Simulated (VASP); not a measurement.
Crystal: ZrN.

```
CELL_PARAMETERS angstrom
0.00000 2.28423 2.28423
2.28423 0.00000 2.28423
2.28423 2.28423 0.00000
ATOMIC_POSITIONS crystal
Zr 0.50000 0.50000 0.50000
N 0.00000 0.00000 0.00000
```

Base run:

```yaml
Program: VASP 6.6.1
Functional: PBE
Dispersion: D3(BJ)
Potentials_or_basis: VASP PAW PBE potentials, release 64 (Zr_sv, N)
Cutoff: 600 eV
k_mesh: 8 × 8 × 8
Occupations: gaussian, width 0.05 eV
Spin: no spin polarisation
```

Its results: pressure -1.2 GPa.

Q: The run is repeated on the same cell with these changes: functional from PBE to r2SCAN; dispersion from D3(BJ) to none; cutoff from 600 eV to 660 eV. What comes out?

A: Pressure 3.7 GPa.

Several settings changed at once, so the effect can't be laid on one alone.

Caveats: pairwise dispersion overbinds metals, which lowers pressure and volume (some runs); the PAW data sets were made with another functional, which shifts forces and pressure a little (some runs).
